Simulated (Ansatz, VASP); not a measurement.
SnP4: VASP beside Ansatz

```
Sn P
1.0
     5.41315    0.32215    0.39873
     0.90385    5.41519    0.00948
     1.58081    0.32617   10.31134
Sn P
2 8
Cartesian
  4.4431 2.0621 9.1259
  2.1984 3.5321 1.5567
  4.3096 1.1496 1.0862
  6.0784 1.7650 4.6459
  2.5846 4.2121 9.2333
  3.1759 5.3430 4.4139
  2.1894 1.6015 5.8450
  2.5241 0.5703 10.2788
  6.9846 5.7415 6.3388
  5.0011 4.3405 1.0733
```

Change from the starting cell: the structure that the rattled cell fell into.

Alike in both runs: functional PBE; k mesh 4 × 4 × 2; occupations gaussian, width 0.1 eV; no spin polarisation.

Ansatz relaxed the structure, and its values are those at the end. VASP's run is a single point on that final structure, the one shown.

|  | VASP | Ansatz |
| --- | --- | --- |
| version | VASP 6.6.1 | Ansatz 0.2.0 |
| potentials or method | VASP PAW PBE potentials, release 64 (Sn_d, P), cutoff 520 eV | scalar-relativistic, plane waves, PAW |
| valence electrons in the cell | 68 | 68 |

|  | VASP | Ansatz | Ansatz less VASP |
| --- | --- | --- | --- |
| gap on the k mesh at the Fermi level (eV) | 0.80 | 0.79 | -0.007 |
| least direct gap on the mesh (eV) | 1.02 | 1.01 | -0.004 |
| pressure (GPa) | -0.2 | 0.0 | +0.20 |
| rms of the force components (eV/Å) | 0.058 | 0.009 | -0.0490 |

With one functional, cell and mesh, what is left measures potentials, basis and numerics.
